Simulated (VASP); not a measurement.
Here is a VASP 6.6.1 calculation.

File INCAR:

```
SYSTEM = C
PREC = Accurate
ENCUT = 600
EDIFF = 1E-6
ISMEAR = 0
SIGMA = 0.05
LREAL = .FALSE.
LASPH = .TRUE.
NELM = 120
ALGO = Normal
ISIF = 2
LWAVE = .FALSE.
LCHARG = .FALSE.
GGA = PE
NBANDS = 11
GGA_COMPAT = .FALSE.
```

Contents of KPOINTS:

```
Automatic mesh
0
G
  10 10 10
  0 0 0
```

POSCAR

```
C
1.0
    0.0000000000      1.7833700000      1.7833700000
    1.7833700000      0.0000000000      1.7833700000
    1.7833700000      1.7833700000      0.0000000000
C
2
Direct
    0.0000000000      0.0000000000      0.0000000000
    0.2500000000      0.2500000000      0.2500000000
```

Potentials or basis: VASP PAW PBE potentials, release 64 (C).

Run with:

```sh
$ cat potpaw_PBE.64/C/POTCAR > POTCAR
$ mpirun -np 1 vasp_std > vasp.out
```

Problem. What does it give for the pressure?

Solution. 1.8 GPa.

Problem. What does it give for the band gap on the k mesh?

Solution. 4.17 eV, indirect (least direct gap 5.59 eV).

A k mesh can miss the band edges. Expect the measured gap to be larger: semilocal functionals such as PBE lack the derivative discontinuity.
